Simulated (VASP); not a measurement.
# AgCl in VASP: a series of runs, part 2 of 2

VASP 6.6.1.

## (3) Single point, PBEsol (strain -0.030 along x and y, -0.030 along z)

Contents of INCAR:

```
SYSTEM = AgCl
  PREC = Accurate
  ENCUT = 520
  EDIFF = 1E-6
  ISMEAR = 0
  SIGMA = 0.05
  LREAL = .FALSE.
  LASPH = .TRUE.
  NELM = 60
  ALGO = Normal
  ISIF = 2
  LWAVE = .FALSE.
  LCHARG = .FALSE.
  GGA = PS
  NBANDS = 16
```

Contents of KPOINTS:

```
regular mesh
0
G
  8 8 8
  0 0 0
```

Contents of POSCAR:

```
AgCl
1.0
    0.0000000000      2.6899555000      2.6899555000
    2.6899555000      0.0000000000      2.6899555000
    2.6899555000      2.6899555000      0.0000000000
Ag Cl
1 1
Direct
    0.5000000000      0.5000000000      0.5000000000
    0.0000000000      0.0000000000      0.0000000000
```

Potentials or basis: VASP PAW PBE potentials, release 64 (Ag, Cl).

Launch:

```console
$ cat potpaw_PBE.64/Ag/POTCAR potpaw_PBE.64/Cl/POTCAR > POTCAR
$ mpirun -np 1 vasp_std > vasp.out
```

OUTCAR:

```text
SYSTEM = AgCl
   PREC = Accurate
   ENCUT = 520
   EDIFF = 1E-6
   ISMEAR = 0
   LREAL = .FALSE.
   LASPH = .TRUE.
   NELM = 60
   ISIF = 2
   GGA = PS

 ion  position               nearest neighbor table
   1  0.500  0.500  0.500-   2 2.69   2 2.69   2 2.69   2 2.69   2 2.69   2 2.69
   2  0.000  0.000  0.000-   1 2.69   1 2.69   1 2.69   1 2.69   1 2.69   1 2.69

  LATTYP: Found a face centered cubic cell.
 ALAT       =     5.3799110000

  Lattice vectors:

 A1 = (   0.0000000000,   2.6899555000,   2.6899555000)
 A2 = (   2.6899555000,   0.0000000000,   2.6899555000)
 A3 = (   2.6899555000,   2.6899555000,   0.0000000000)

Analysis of symmetry for initial positions (statically):
=====================================================================
 Subroutine PRICEL returns:
 Original cell was already a primitive cell.

 Routine SETGRP: Setting up the symmetry group for a
 face centered cubic supercell.

 Subroutine GETGRP returns: Found 48 space group operations
 (whereof 48 operations were pure point group operations)
 out of a pool of 48 trial point group operations.

The static configuration has the point symmetry O_h .

Analysis of symmetry for dynamics (positions and initial velocities):
=====================================================================
 Subroutine PRICEL returns:
 Original cell was already a primitive cell.

 Routine SETGRP: Setting up the symmetry group for a
 face centered cubic supercell.

 Subroutine GETGRP returns: Found 48 space group operations
 (whereof 48 operations were pure point group operations)
 out of a pool of 48 trial point group operations.

The dynamic configuration has the point symmetry O_h .

 Subroutine INISYM returns: Found 48 space group operations
 (whereof 48 operations are pure point group operations),
 and found     1 'primitive' translations

[... 107 lines left out ...]
   EMIN   =  10.00;   EMAX   =-10.00  energy-range for DOS
   EFERMI =   0.00;   METHOD = LEGACY
   ISMEAR =     0;   SIGMA  =   0.05  broadening in eV -4-tet -1-fermi 0-gaus
   EFERMI_NEDOS =   21; number of points for ismear=-14 and -15
   IALGO  =     38    algorithm
   IMIX   =      4    mixing-type and parameters
     AMIX     =   0.40;   BMIX     =  1.00
     AMIX_MAG =   1.60;   BMIX_MAG =  1.00
  volume/ion in A,a.u.               =      19.46       131.35
  Fermi-wavevector in a.u.,A,eV,Ry     =   1.265933  2.392266 21.804496  1.602585
  Thomas-Fermi vector in A             =   2.399160
   LORBIT       =      0    0 simple, 1 ext, 2 COOP (PROOUT), +10 PAW based schemes
   GGA     = PS    functional components
   LHFCALC =     F    Hartree Fock is set to
   AEXX    =    0.0000 exact exchange contribution
   IVDW    =     0    specifies the selected vdW correction
   LEPSILON=     F    determine dielectric tensor
   LRPA    =     F    only Hartree local field effects (RPA)
 non-spin polarized calculation
 Gauss-broadening in eV      SIGMA  =   0.05
  energy-cutoff  :      520.00
  volume of cell :       38.93
 maximum number of plane-waves:      1067
   NGX = 15   NGY = 15   NGZ = 15

 number of electron      18.0000007 magnetization

 Free energy of the ion-electron system (eV)
  ---------------------------------------------------
  ext. energy  EPLUGINS =         0.00000000
  ---------------------------------------------------
  free energy    TOTEN  =        -6.05074935 eV

  energy without entropy =       -6.05074935  energy(sigma->0) =       -6.05074935

 E-fermi :   5.2078     XC(G=0): -10.6996

 val. band max:        4.9322867004   @ k =   0.5000   0.0000   0.0000
 cond. band min:       5.6576564534   @ k =   0.0000   0.0000   0.0000
 fundamental gap:      0.7253697530
 Fermi energy:         5.2078330562

 k-point     1 :       0.0000    0.0000    0.0000
  band No.  band energies     occupation
      1     -10.8640      2.00000
      2       2.0430      2.00000
      3       2.0430      2.00000
      4       2.0430      2.00000
      5       2.0891      2.00000
      6       2.0891      2.00000
[... 433 lines left out ...]
      3       0.1494      2.00000
      4       0.2257      2.00000
      5       2.4323      2.00000
      6       2.5143      2.00000
[... 8 lines left out ...]
     15      18.5841      0.00000
     16      20.0942      0.00000

 [... further k-points ...]
[... 5 lines left out ...]
  --------------------------------------------------------------------------------------
  -------------------------------------------------------------------------------------
  Total        0.5441766      0.5441766      0.5441766     -0.0000000      0.0000000      0.0000000
  in kB       22.3967588     22.3967588     22.3967588     -0.0000000      0.0000000      0.0000000
  external PRESSURE =      22.3967588 kB  Pullay stress =       0.0000000 kB

 VOLUME and BASIS-vectors are now :
 -----------------------------------------------------------------------------
  energy-cutoff  :      520.00
  volume of cell :       38.93
      direct lattice vectors                 reciprocal lattice vectors
     0.000000000  2.689955500  2.689955500    -0.185876681  0.185876681  0.185876681
     2.689955500  0.000000000  2.689955500     0.185876681 -0.185876681  0.185876681
     2.689955500  2.689955500  0.000000000     0.185876681  0.185876681 -0.185876681

 POSITION                                       TOTAL-FORCE (eV/Angst)
 -----------------------------------------------------------------------------------
      2.68996      2.68996      2.68996         0.000000      0.000000     -0.000000
      0.00000      0.00000      0.00000        -0.000000     -0.000000      0.000000
 -----------------------------------------------------------------------------------
    total drift:                                0.000000      0.000000      0.000000

  FREE ENERGIE OF THE ION-ELECTRON SYSTEM (eV)
  ---------------------------------------------------
  free  energy   TOTEN  =        -6.0507493518 eV

  energy  without entropy=       -6.0507493518  energy(sigma->0) =       -6.05074935
```

stdout:

```text
POSCAR found type information on POSCAR AgCl
 POSCAR found :  2 types and       2 ions
 scaLAPACK will be used
 -----------------------------------------------------------------------------
|                                                                             |
|                                                                             |
|     You enforced a specific xc type in the INCAR file but a different       |
|     I HOPE YOU KNOW WHAT YOU ARE DOING!                                     |
|                                                                             |
 -----------------------------------------------------------------------------

 LDA part: xc-table for (Slater+PW92), standard interpolation
 POSCAR, INCAR and KPOINTS ok, starting setup
 FFT: planning ... GRIDC
 FFT: planning ... GRID_SOFT
 FFT: planning ... GRID
 WAVECAR not read
 entering main loop
```

Run time: 8.6 s. Hardware: 1 thread of Intel Xeon Platinum 8488C (Sapphire Rapids), shared host; peak memory 0.16 GiB.

Results:

```yaml
Free_energy: -6.0507 eV
Pressure: 2.2 GPa
Band_gap_on_the_k_mesh: 0.73 eV, indirect (least direct gap 3.37 eV)
```

Caveat: the cell differs from its parent crystal (strain -0.030 along x and y, -0.030 along z); the PAW data sets were made with another functional, which shifts forces and pressure a little. A k mesh can miss the band edges.

## (4) Single point, PBEsol (strain -0.015 along x and y, -0.015 along z)

Contents of INCAR:

```
ALGO = Normal ; EDIFF = 1E-6
ENCUT = 520 ; GGA = PS
ISIF = 2 ; ISMEAR = 0
LASPH = True ; LCHARG = True
LELF = True ; LREAL = False
LVHAR = True ; LWAVE = False
NBANDS = 16 ; NELM = 100
PREC = Accurate ; SIGMA = 0.05
```

Contents of KPOINTS:

```
k-points
0
Gamma
  8 8 8
```

Contents of POSCAR:

```
AgCl
1.0
    0.0000000000      2.7315527500      2.7315527500
    2.7315527500      0.0000000000      2.7315527500
    2.7315527500      2.7315527500      0.0000000000
Ag Cl
1 1
Direct
    0.5000000000      0.5000000000      0.5000000000
    0.0000000000      0.0000000000      0.0000000000
```

Launch:

```console
$ cat potpaw_PBE.64/Ag/POTCAR potpaw_PBE.64/Cl/POTCAR > POTCAR
$ mpirun -np 1 vasp_std > vasp.out
```

It took 12 s on 1 thread of Intel Xeon Platinum 8488C (Sapphire Rapids), shared host; peak memory 0.17 GiB.

The run converged. Its results:

| Property | Result |
| --- | --- |
| Free energy | -6.0605 eV |
| Pressure | -0.6 GPa |
| Band gap on the k mesh | 0.72 eV, indirect (least direct gap 3.19 eV) |

Levels at points of the mesh, in eV from the valence-band top:
| k point | band 6 | band 7 | band 8 | band 9 | band 10 | band 11 | band 12 | band 13 |
| --- | --- | --- | --- | --- | --- | --- | --- | --- |
| (0.00, 0.00, 0.00) | -2.63 | -2.52 | -2.52 | -2.52 | 0.72 | 10.73 | 10.73 | 10.73 |
| (0.50, 0.00, 0.00) | -2.25 | -1.91 | 0.00 | 0.00 | 3.91 | 6.69 | 7.44 | 7.44 |
| (0.50, 0.50, 0.00) | -2.41 | -2.11 | -2.11 | -2.00 | 2.16 | 7.79 | 8.61 | 11.58 |

Caveat: the cell differs from its parent crystal (strain -0.015 along x and y, -0.015 along z); the PAW data sets were made with another functional, which shifts forces and pressure a little.

## (5) Single point, PBEsol (strain +0.015 along x and y, +0.015 along z)

Contents of INCAR:

```
PREC = Accurate ; ENCUT = 520
EDIFF = 1E-6 ; ISMEAR = 0
SIGMA = 0.05 ; LREAL = False
LASPH = True ; NELM = 100
ALGO = Normal ; ISIF = 2
LWAVE = False ; LCHARG = True
GGA = PS ; LELF = True
LVHAR = True ; NBANDS = 16
```

Contents of KPOINTS:

```
Automatic mesh
0
Gamma
  8 8 8
```

Contents of POSCAR:

```
AgCl
1.0
    0.0000000000      2.8147472500      2.8147472500
    2.8147472500      0.0000000000      2.8147472500
    2.8147472500      2.8147472500      0.0000000000
Ag Cl
1 1
Direct
    0.5000000000      0.5000000000      0.5000000000
    0.0000000000      0.0000000000      0.0000000000
```

Launch:

```console
$ cat potpaw_PBE.64/Ag/POTCAR potpaw_PBE.64/Cl/POTCAR > POTCAR
$ mpirun -np 1 vasp_std > vasp.out
```

Wall time 12 s (1 thread of Intel Xeon Platinum 8488C (Sapphire Rapids), shared host); peak memory 0.17 GiB.

The run converged. Its results:

| Property | Result |
| --- | --- |
| Free energy | -5.9984 eV |
| Pressure | -4.4 GPa |
| Band gap on the k mesh | 0.75 eV, indirect (least direct gap 2.90 eV) |

Levels at points of the mesh, in eV from the valence-band top:
```
           k point  band 6  band 7  band 8  band 9  band 10  band 11  band 12  band 13
(0.00, 0.00, 0.00)   -2.26   -2.15   -2.15   -2.15     0.75    10.76    10.76    10.76
(0.50, 0.00, 0.00)   -1.96   -1.67    0.00    0.00     4.15     6.20     7.61     7.61
(0.50, 0.50, 0.00)   -2.09   -1.85   -1.85   -1.80     2.31     7.91     8.32    11.13
```

Caveat: the cell differs from its parent crystal (strain +0.015 along x and y, +0.015 along z); the PAW data sets were made with another functional, which shifts forces and pressure a little. A k mesh can miss the band edges.

## (6) Overview

| cell | gap on the mesh (eV) | pressure (GPa) |
| --- | --- | --- |
| a = 4.010, b = 4.010, c = 4.039 Å, angles 59.8, 59.8, 60.5°, 2 atoms | 0.72 | -5.2 |
| a = 3.804 Å, angles 60.0°, 2 atoms | 0.73 | 2.2 |
| a = 3.863 Å, angles 60.0°, 2 atoms | 0.72 | -0.6 |
| a = 3.981 Å, angles 60.0°, 2 atoms | 0.75 | -4.4 |

Alike in all rows: task single point; level PBEsol; potentials or basis VASP PAW PBE potentials, release 64 (Ag, Cl); no spin polarisation; k mesh 8 × 8 × 8; cutoff (eV) 520; smearing gaussian 0.05 eV.

Caveats: the PAW data sets were made with another functional, which shifts forces and pressure a little.

Absolute energies hang on the potentials; compare differences alone.
